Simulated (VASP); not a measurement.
# PbS (I4/mmm) in VASP: further runs

Runs on PbS. Level: LDA. Tasks: single point.

Program: VASP 6.6.1. These are calculated values, not measurements. Logs are shortened: lines on timing, memory, paths and dates and some standing lists are left out, and cuts for length are marked.

### 1 The cell of the first run

It takes space group I4/mmm (No. 139, tetragonal). Conventional cell: a = 4.067 Å, b = 4.067 Å, c = 5.930 Å, α = 90.00°, β = 90.00°, γ = 90.00°. Pb (site symmetry 4/mmm) has 6 S at 2.88 to 2.96 Å within 3.8 Å. S (site symmetry 4/mmm) has 6 Pb at 2.88 to 2.96 Å within 3.8 Å.

### 2 Single point, LDA (equal xx and yy strain of -3 %)

INCAR reads:

```
SYSTEM = PbS
  PREC = Accurate
  ENCUT = 520
  EDIFF = 1E-6
  ISMEAR = -1
  SIGMA = 0.01
  LREAL = .FALSE.
  LASPH = .TRUE.
  NELM = 80
  ALGO = Normal
  ISIF = 2
  LWAVE = .FALSE.
  LCHARG = .TRUE.
  GGA = CA
  LELF = .TRUE.
  LVHAR = .TRUE.
  NBANDS = 17
```

KPOINTS reads:

```
Automatic mesh
0
G
  8 8 8
  0 0 0
```

POSCAR reads:

```
PbS
1.0
    0.0000000000      2.8760500000      2.9650000000
    2.8760500000      0.0000000000      2.9650000000
    2.8760500000      2.8760500000      0.0000000000
Pb S
1 1
Direct
    0.0000000000      0.0000000000      0.0000000000
    0.5000000000      0.5000000000      0.5000000000
```

Potentials or basis: VASP PAW LDA potentials, release 64 (Pb_d, S).

The run is started by

```
> cat potpaw_LDA.64/Pb_d/POTCAR potpaw_LDA.64/S/POTCAR > POTCAR
> mpirun -np 1 vasp_std > vasp.out
```

OUTCAR:

```text
SYSTEM = PbS
   PREC = Accurate
   ENCUT = 520
   EDIFF = 1E-6
   ISMEAR = -1
   LREAL = .FALSE.
   LASPH = .TRUE.
   NELM = 80
   ISIF = 2
   GGA = CA

 ion  position               nearest neighbor table
   1  0.000  0.000  0.000-   2 2.88   2 2.88   2 2.88   2 2.88   2 2.96   2 2.96
   2  0.500  0.500  0.500-   1 2.88   1 2.88   1 2.88   1 2.88   1 2.96   1 2.96

  LATTYP: Found a body centered tetragonal cell.
 ALAT       =     4.0673489161
 C/A-ratio  =     1.4579521262

  Lattice vectors:

 A1 = (  -2.8760500000,   0.0000000000,   2.9650000000)
 A2 = (   2.8760500000,   0.0000000000,   2.9650000000)
 A3 = (   0.0000000000,   2.8760500000,  -2.9650000000)

Analysis of symmetry for initial positions (statically):
=====================================================================
 Subroutine PRICEL returns:
 Original cell was already a primitive cell.

 Routine SETGRP: Setting up the symmetry group for a
 body centered tetragonal supercell.

 Subroutine GETGRP returns: Found 16 space group operations
 (whereof 16 operations were pure point group operations)
 out of a pool of 16 trial point group operations.

The static configuration has the point symmetry D_4h.

Analysis of symmetry for dynamics (positions and initial velocities):
=====================================================================
 Subroutine PRICEL returns:
 Original cell was already a primitive cell.

 Routine SETGRP: Setting up the symmetry group for a
 body centered tetragonal supercell.

 Subroutine GETGRP returns: Found 16 space group operations
 (whereof 16 operations were pure point group operations)
 out of a pool of 16 trial point group operations.

The dynamic configuration has the point symmetry D_4h.

 Subroutine INISYM returns: Found 16 space group operations
 (whereof 16 operations are pure point group operations),
 and found     1 'primitive' translations

----------------------------------------------------------------------------------------

                                     Primitive cell

  volume of cell :      49.0510

  direct lattice vectors                    reciprocal lattice vectors
     0.000000000  2.876050000  2.965000000    -0.173849551  0.173849551  0.168634064
     2.876050000  0.000000000  2.965000000     0.173849551 -0.173849551  0.168634064
     2.876050000  2.876050000  0.000000000     0.173849551  0.173849551 -0.168634064

  length of vectors
     4.130724949  4.130724949  4.067348916     0.298135506  0.298135506  0.298135506

  position of ions in fractional coordinates (direct lattice)
     0.000000000  0.000000000  0.000000000
     0.500000000  0.500000000  0.500000000

  ion indices of the primitive-cell ions
   primitive index   ion index
                 1           1
                 2           2

----------------------------------------------------------------------------------------

 KPOINTS: Automatic mesh

Automatic generation of k-mesh.
 Grid dimensions read from file:
 generate k-points for:    8    8    8

 Generating k-lattice:

  Cartesian coordinates                     Fractional coordinates (reciprocal lattice)
    -0.021731194  0.021731194  0.021079258     0.125000000  0.000000000  0.000000000
     0.021731194 -0.021731194  0.021079258     0.000000000  0.125000000  0.000000000
     0.021731194  0.021731194 -0.021079258     0.000000000  0.000000000  0.125000000

  Length of vectors
     0.037266938  0.037266938  0.037266938

  Shift w.r.t. Gamma in fractional coordinates (k-lattice)
     0.000000000  0.000000000  0.000000000

 Subroutine IBZKPT returns following result:
 ===========================================

 Found     59 irreducible k-points:

 Following reciprocal coordinates:
            Coordinates               Weight
  0.000000  0.000000  0.000000      1.000000
  0.125000  0.000000  0.000000      8.000000
  0.250000  0.000000  0.000000      8.000000
  0.375000  0.000000  0.000000      8.000000
  0.500000  0.000000  0.000000      4.000000
  0.125000  0.125000  0.000000      2.000000
[... 16 lines left out ...]
  0.250000  0.000000  0.125000     16.000000
  0.375000  0.000000  0.125000     16.000000
 [... further k-points ...]
   k-points           NKPTS =     59   k-points in BZ     NKDIM =     59   number of bands    NBANDS=     17
   number of dos      NEDOS =    301   number of ions     NIONS =      2
   total plane-waves  NPLWV =  30720
   dimension x,y,z NGX =    32 NGY =   32 NGZ =   30
   dimension x,y,z NGXF=    64 NGYF=   64 NGZF=   60
   ions per type =               1   1
   NGX,Y,Z   is equivalent  to a cutoff of  12.88, 12.88, 12.26 a.u.
   NGXF,Y,Z  is equivalent  to a cutoff of  25.76, 25.76, 24.52 a.u.
 SYSTEM =  PbS
   PREC   = accura    normal or accurate (medium, high low for compatibility)
   ISTART =      0    job   : 0-new  1-cont  2-samecut
   ICHARG =      2    charge: 1-file 2-atom 10-const
   ISPIN  =      1    spin polarized calculation?
   LNONCOLLINEAR =      F non collinear calculations
   LSORBIT =      F    spin-orbit coupling
   LASPH  =      T    aspherical Exc in radial PAW
   ENCUT  =  520.0 eV  38.22 Ry    6.18 a.u.   7.68  7.68  7.56*2*pi/ulx,y,z
   NELM   =     80;   NELMIN=  2; NELMDL= -5     # of ELM steps
   EDIFF  = 0.1E-05   stopping-criterion for ELM
   LREAL  =      F    real-space projection
   EDIFFG = 0.1E-04   stopping-criterion for IOM
   NSW    =      0    number of steps for IOM
   IBRION =     -1    ionic relax: 0-MD 1-quasi-New 2-CG
   NFREE  =      0    steps in history (QN), initial steepest desc. (CG)
   ISIF   =      2    stress and relaxation
   ISYM   =      2    0-nonsym 1-usesym 2-fastsym
   POTIM  = 0.5000    time-step for ionic-motion
   TEBEG  =    0.0;   TEEND  =   0.0 temperature during run
   PSTRESS=    0.0 pullay stress
   NELECT =      20.0000    total number of electrons
   NUPDOWN=      -1.0000    fix difference up-down
   EMIN   =  10.00;   EMAX   =-10.00  energy-range for DOS
   EFERMI =   0.00;   METHOD = LEGACY
   ISMEAR =    -1;   SIGMA  =   0.01  broadening in eV -4-tet -1-fermi 0-gaus
   EFERMI_NEDOS =   21; number of points for ismear=-14 and -15
   IALGO  =     38    algorithm
   IMIX   =      4    mixing-type and parameters
     AMIX     =   0.40;   BMIX     =  1.00
     AMIX_MAG =   1.60;   BMIX_MAG =  1.00
[... 25 lines left out ...]

 E-fermi :   6.5069     XC(G=0): -10.3142

 val. band max:        6.4772729331   @ k =   0.5000   0.0000   0.0000
 cond. band min:       6.5364497227   @ k =   0.5000   0.0000   0.0000
 fundamental gap:      0.0591767896
 Fermi energy:         6.5068613275

 k-point     1 :       0.0000    0.0000    0.0000
  band No.  band energies     occupation
      1     -10.4642      2.00000
      2     -10.4598      2.00000
      3     -10.4598      2.00000
      4     -10.4585      2.00000
      5     -10.4450      2.00000
      6      -7.7211      2.00000
[... 9 lines left out ...]
     16      12.9937      0.00000
     17      14.6921      0.00000

 k-point     2 :       0.1250    0.0000    0.0000
  band No.  band energies     occupation
      1     -10.4686      2.00000
      2     -10.4589      2.00000
      3     -10.4574      2.00000
      4     -10.4500      2.00000
      5     -10.4461      2.00000
      6      -7.5717      2.00000
[... 9 lines left out ...]
     16      13.3776      0.00000
     17      15.9732      0.00000

 k-point     3 :       0.2500    0.0000    0.0000
  band No.  band energies     occupation
      1     -10.4812      2.00000
      2     -10.4703      2.00000
      3     -10.4582      2.00000
      4     -10.4300      2.00000
      5     -10.4268      2.00000
      6      -7.1517      2.00000
[... 9 lines left out ...]
     16      14.2153      0.00000
     17      18.0551      0.00000

 k-point     4 :       0.3750    0.0000    0.0000
  band No.  band energies     occupation
      1     -10.4940      2.00000
      2     -10.4856      2.00000
      3     -10.4583      2.00000
      4     -10.4112      2.00000
      5     -10.4033      2.00000
      6      -6.5895      2.00000
[... 9 lines left out ...]
     16      15.5137      0.00000
     17      18.3301      0.00000

 k-point     5 :       0.5000    0.0000    0.0000
  band No.  band energies     occupation
      1     -10.4994      2.00000
      2     -10.4921      2.00000
      3     -10.4586      2.00000
      4     -10.4033      2.00000
      5     -10.3935      2.00000
      6      -6.2723      2.00000
[... 9 lines left out ...]
     16      16.4863      0.00000
     17      17.0451      0.00000

 k-point     6 :       0.1250    0.1250    0.0000
  band No.  band energies     occupation
      1     -10.4835      2.00000
      2     -10.4632      2.00000
      3     -10.4492      2.00000
      4     -10.4492      2.00000
      5     -10.4407      2.00000
      6      -7.5261      2.00000
[... 9 lines left out ...]
     16      14.2202      0.00000
     17      15.9805      0.00000

 k-point     7 :       0.2500    0.1250    0.0000
  band No.  band energies     occupation
      1     -10.5039      2.00000
      2     -10.4625      2.00000
      3     -10.4519      2.00000
      4     -10.4376      2.00000
      5     -10.4262      2.00000
      6      -7.1973      2.00000
[... 9 lines left out ...]
     16      14.9724      0.00000
     17      17.2739      0.00000

 k-point     8 :       0.3750    0.1250    0.0000
  band No.  band energies     occupation
      1     -10.5183      2.00000
      2     -10.4666      2.00000
      3     -10.4557      2.00000
      4     -10.4237      2.00000
      5     -10.4080      2.00000
      6      -6.6740      2.00000
[... 9 lines left out ...]
     16      15.9865      0.00000
     17      18.3600      0.00000
[... 203 lines left out ...]
      1     -10.6395      2.00000
      2     -10.4805      2.00000
      3     -10.4254      2.00000
      4     -10.3944      2.00000
      5     -10.3895      2.00000
      6      -5.9272      2.00000
[... 9 lines left out ...]
     16      18.1509      0.00000
     17      18.2726      0.00000

 k-point    20 :      -0.3750    0.3750    0.0000
  band No.  band energies     occupation
      1     -10.6076      2.00000
      2     -10.4588      2.00000
      3     -10.4428      2.00000
      4     -10.4088      2.00000
      5     -10.3948      2.00000
      6      -5.8134      2.00000
[... 9 lines left out ...]
     16      17.4817      0.00000
     17      18.7908      0.00000

 k-point    21 :       0.5000    0.5000    0.0000
  band No.  band energies     occupation
      1     -10.6655      2.00000
      2     -10.4901      2.00000
      3     -10.4158      2.00000
      4     -10.3850      2.00000
      5     -10.3850      2.00000
      6      -5.8520      2.00000
[... 9 lines left out ...]
     16      18.7219      0.00000
     17      18.7222      0.00000

 k-point    22 :       0.1250    0.0000    0.1250
  band No.  band energies     occupation
      1     -10.4669      2.00000
      2     -10.4650      2.00000
      3     -10.4526      2.00000
      4     -10.4498      2.00000
      5     -10.4458      2.00000
      6      -7.5142      2.00000
[... 9 lines left out ...]
     16      14.2389      0.00000
     17      15.2488      0.00000

 k-point    23 :       0.2500    0.0000    0.1250
  band No.  band energies     occupation
      1     -10.4880      2.00000
      2     -10.4661      2.00000
      3     -10.4605      2.00000
      4     -10.4359      2.00000
      5     -10.4243      2.00000
      6      -7.1699      2.00000
[... 9 lines left out ...]
     16      15.0186      0.00000
     17      16.6207      0.00000

 k-point    24 :       0.3750    0.0000    0.1250
  band No.  band energies     occupation
      1     -10.5089      2.00000
      2     -10.4742      2.00000
      3     -10.4606      2.00000
      4     -10.4226      2.00000
      5     -10.4015      2.00000
      6      -6.6328      2.00000
[... 9 lines left out ...]
     16      16.1093      0.00000
     17      18.1151      0.00000

 [... further k-points ...]

------------------------ aborting loop because EDIFF is reached ----------------------------------------

  FORCE on cell =-STRESS in cart. coord.  units (eV):
  Direction    XX          YY          ZZ          XY          YZ          ZX
  --------------------------------------------------------------------------------------
  -------------------------------------------------------------------------------------
  Total        0.8399497      0.8399497     -0.5412220      0.0000000     -0.0000000     -0.0000000
  in kB       27.4357157     27.4357157    -17.6782171      0.0000000     -0.0000000     -0.0000000
  external PRESSURE =      12.3977381 kB  Pullay stress =       0.0000000 kB

 VOLUME and BASIS-vectors are now :
 -----------------------------------------------------------------------------
  energy-cutoff  :      520.00
  volume of cell :       49.05
      direct lattice vectors                 reciprocal lattice vectors
     0.000000000  2.876050000  2.965000000    -0.173849551  0.173849551  0.168634064
     2.876050000  0.000000000  2.965000000     0.173849551 -0.173849551  0.168634064
     2.876050000  2.876050000  0.000000000     0.173849551  0.173849551 -0.168634064

 POSITION                                       TOTAL-FORCE (eV/Angst)
 -----------------------------------------------------------------------------------
      0.00000      0.00000      0.00000         0.000000     -0.000000      0.000000
      2.87605      2.87605      2.96500        -0.000000      0.000000     -0.000000
 -----------------------------------------------------------------------------------
    total drift:                                0.000000     -0.000000     -0.000000

  FREE ENERGIE OF THE ION-ELECTRON SYSTEM (eV)
  ---------------------------------------------------
  free  energy   TOTEN  =        -9.9812356052 eV

  energy  without entropy=       -9.9811741961  energy(sigma->0) =       -9.98120490
```

Wall time 57 s (1 thread of Intel Xeon 8259CL, shared host); peak memory 0.19 GiB.

What came out:

| Item | Value |
| --- | --- |
| Free energy | -9.9812 eV |
| Pressure | 1.2 GPa |
| Band gap on the k mesh | 0.06 eV |

Caveat: the cell differs from its parent crystal (equal xx and yy strain of -3 %); spin-orbit coupling is left out, which moves the levels of the heavy elements. A k mesh can miss the band edges.

### 3 Single point, LDA (equal xx and yy strain of -2 %)

INCAR reads:

```
PREC     = Accurate       # precision mode
ENCUT    = 520            # plane-wave cutoff, eV
EDIFF    = 1E-6           # SCF threshold, eV
ISMEAR   = -1             # smearing method
SIGMA    = 0.01           # smearing width, eV
LREAL    = F              # projectors in reciprocal space
LASPH    = T              # aspherical terms in the spheres
NELM     = 100            # most SCF steps
ALGO     = Normal         # electronic algorithm
ISIF     = 2              # what is computed and relaxed
LWAVE    = F              # write WAVECAR
LCHARG   = F              # write CHGCAR
GGA      = CA             # functional
NBANDS   = 17             # bands
```

KPOINTS reads:

```
regular mesh
0
Gamma
  8 8 8
```

POSCAR reads:

```
PbS
1.0
    0.0000000000      2.9057000000      2.9650000000
    2.9057000000      0.0000000000      2.9650000000
    2.9057000000      2.9057000000      0.0000000000
Pb S
1 1
Direct
    0.0000000000      0.0000000000      0.0000000000
    0.5000000000      0.5000000000      0.5000000000
```

Potentials or basis: VASP PAW LDA potentials, release 64 (Pb_d, S).

The run is started by

```
> cat potpaw_LDA.64/Pb_d/POTCAR potpaw_LDA.64/S/POTCAR > POTCAR
> mpirun -np 1 vasp_std > vasp.out
```

Run time: 49 s. Hardware: 1 thread of Intel Xeon 8259CL, shared host; peak memory 0.18 GiB.

Results (log left out):

| Property | Result |
| --- | --- |
| Free energy | -9.9931 eV |
| Pressure | -0.1 GPa |
| Band gap on the k mesh | 0.04 eV |

Stress tensor (GPa, compression positive):
```
 0.88  0.00  0.00
 0.00  0.88  0.00
 0.00  0.00 -1.95
```

Levels at points of the mesh, in eV from the valence-band top:
```
           k point  band 7  band 8  band 9  band 10  band 11  band 12  band 13  band 14
(0.00, 0.00, 0.00)   -6.06   -2.49   -2.49    -2.32     4.82     5.29     5.29     6.40
(0.50, 0.00, 0.00)   -9.25   -2.02   -1.97     0.00     0.04     1.62     1.74     8.46
(0.50, 0.50, 0.00)   -7.32   -5.66   -3.77    -3.77     3.54     5.39     5.74     5.74
(0.50, 0.00, 0.50)   -7.44   -5.69   -3.92    -3.71     3.46     5.40     5.62     5.85
```

Caveat: the cell differs from its parent crystal (equal xx and yy strain of -2 %); spin-orbit coupling is left out, which moves the levels of the heavy elements. A k mesh can miss the band edges.

### 4 Single point, LDA (zz strain of -2 %)

INCAR reads:

```
PREC = Accurate ; ENCUT = 520
EDIFF = 1E-6 ; ISMEAR = -1
SIGMA = 0.01 ; LREAL = F
LASPH = T ; NELM = 100
ALGO = Normal ; ISIF = 2
LWAVE = F ; LCHARG = T
LELF = T ; LVHAR = T
NBANDS = 17
```

KPOINTS reads:

```
Automatic mesh
0
Gamma
  8 8 8
```

POSCAR reads:

```
PbS
1.0
    0.0000000000      2.9650000000      2.9057000000
    2.9650000000      0.0000000000      2.9057000000
    2.9650000000      2.9650000000      0.0000000000
Pb S
1 1
Direct
    0.0000000000      0.0000000000      0.0000000000
    0.5000000000      0.5000000000      0.5000000000
```

The run is started by

```
> cat potpaw_LDA.64/Pb_d/POTCAR potpaw_LDA.64/S/POTCAR > POTCAR
> mpirun -np 1 vasp_std > vasp.out
```

Wall time 53 s (1 thread of Intel Xeon 8259CL, shared host); peak memory 0.18 GiB.

The run converged. Its results:

- Free energy: -9.9890 eV
- Pressure: -1.3 GPa
- Band gap on the k mesh: 0.12 eV

Stress tensor (GPa, compression positive):
```
-2.22  0.00  0.00
 0.00 -2.22  0.00
 0.00  0.00  0.57
```

Levels at points of the mesh, in eV from the valence-band top:
```csv
k point,band 7,band 8,band 9,band 10,band 11,band 12,band 13,band 14
"(0.00, 0.00, 0.00)",-6.07,-2.42,-2.25,-2.25,4.94,4.94,5.42,6.52
"(0.50, 0.00, 0.00)",-9.09,-1.90,-1.86,0.00,0.12,1.69,1.82,8.46
"(0.50, 0.50, 0.00)",-7.42,-5.50,-3.67,-3.67,3.54,5.53,5.53,5.65
"(0.50, 0.00, 0.50)",-7.31,-5.46,-3.73,-3.52,3.63,5.42,5.42,5.87
```

Caveat: the cell differs from its parent crystal (zz strain of -2 %); spin-orbit coupling is left out, which moves the levels of the heavy elements. A k mesh can miss the band edges.

### 5 Single point, LDA (equal xx and yy strain of -1 %)

INCAR reads:

```
PREC = Accurate
ENCUT = 520
EDIFF = 1E-7
ISMEAR = -1
SIGMA = 0.01
LREAL = False
LASPH = True
NELM = 80
ALGO = Normal
ISIF = 2
LWAVE = False
LCHARG = False
GGA = CA
NBANDS = 17
```

KPOINTS reads:

```
regular mesh
0
Gamma
  8 8 8
```

POSCAR reads:

```
PbS
1.0
    0.0000000000      2.9353500000      2.9650000000
    2.9353500000      0.0000000000      2.9650000000
    2.9353500000      2.9353500000      0.0000000000
Pb S
1 1
Direct
    0.0000000000      0.0000000000      0.0000000000
    0.5000000000      0.5000000000      0.5000000000
```

The run is started by

```
> cat potpaw_LDA.64/Pb_d/POTCAR potpaw_LDA.64/S/POTCAR > POTCAR
> mpirun -np 1 vasp_std > vasp.out
```

It took 58 s on 1 thread of Intel Xeon 8259CL, shared host; peak memory 0.18 GiB.

It converged, with:

```yaml
Free_energy: -9.9934 eV
Pressure: -1.3 GPa
Band_gap_on_the_k_mesh: 0.13 eV
```

Stress tensor (GPa, compression positive):
```
-0.91  0.00  0.00
 0.00 -0.91  0.00
 0.00  0.00 -2.22
```

Levels at points of the mesh, in eV from the valence-band top:
```tsv
k point	band 8	band 9	band 10	band 11	band 12	band 13
(0.00, 0.00, 0.00)	-2.32	-2.32	-2.24	4.95	5.18	5.18
(0.50, 0.00, 0.00)	-1.88	-1.86	0.00	0.13	1.73	1.79
(0.50, 0.50, 0.00)	-5.46	-3.61	-3.61	3.64	5.43	5.65
(0.50, 0.00, 0.50)	-5.47	-3.69	-3.58	3.59	5.48	5.54
```

Caveat: the cell differs from its parent crystal (equal xx and yy strain of -1 %); spin-orbit coupling is left out, which moves the levels of the heavy elements.

### 6 Summary

| cell | gap on the mesh (eV) | pressure (GPa) |
| --- | --- | --- |
| a = 4.131, b = 4.131, c = 4.067 Å, angles 60.5, 60.5, 59.0°, 2 atoms | 0.06 | 1.2 |
| a = 4.151, b = 4.151, c = 4.109 Å, angles 60.3, 60.3, 59.3°, 2 atoms | 0.04 | -0.1 |
| a = 4.151, b = 4.151, c = 4.193 Å, angles 59.7, 59.7, 60.7°, 2 atoms | 0.12 | -1.3 |
| a = 4.172, b = 4.172, c = 4.151 Å, angles 60.2, 60.2, 59.7°, 2 atoms | 0.13 | -1.3 |

Alike in all rows: task single point; level LDA; potentials or basis VASP PAW LDA potentials, release 64 (Pb_d, S); no spin polarisation; k mesh 8 × 8 × 8; cutoff (eV) 520; smearing fermi-dirac 0.01 eV.

Caveats: spin-orbit coupling is left out, which moves the levels of the heavy elements.

Absolute energies hang on the potentials; compare differences alone.
